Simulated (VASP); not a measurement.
Ru, 1 atom in the cell. It takes space group I4/mmm (No. 139, tetragonal). Conventional cell: a = 2.936 Å, b = 2.936 Å, c = 3.294 Å, α = 90.00°, β = 90.00°, γ = 90.00°. Within 3.5 Å of Ru (site symmetry 4/mmm) lie 14 Ru at 2.65 to 3.29 Å.  This cell differs from its parent crystal: volume 14.197 Å^3 an atom, c/a of the conventional cell 0.7932.

| Quantity | Value |
| --- | --- |
| Program | VASP 6.6.1 |
| Task | single point |
| Functional | PBE |
| Potentials or basis | VASP PAW PBE potentials, release 64 (Ru_pv) |
| Cutoff | 520 eV |
| k mesh | 22 × 22 × 22 |
| Occupations | gaussian, width 0.15 eV |
| Spin | no spin polarisation |
| Dipole correction | no |
| Further INCAR settings | ALGO = Fast; EDIFF = 1e-06; NBANDS = 13 |

Potentials or basis: VASP PAW PBE potentials, release 64 (Ru_pv).

Launch:

```console
$ cat potpaw_PBE.64/Ru_pv/POTCAR > POTCAR
$ mpirun -np 1 vasp_std > vasp.out
```

Hardware: 1 thread of Intel(R) Xeon(R) 6975P-C (Granite Rapids), with other jobs on the host.

Question: How long does it take, and how much memory?

Answer: It took 100 s on 1 thread of Intel(R) Xeon(R) 6975P-C (Granite Rapids), with other jobs on the host, peak memory 0.25 GiB. Counts: scf iterations 12, k points 834.
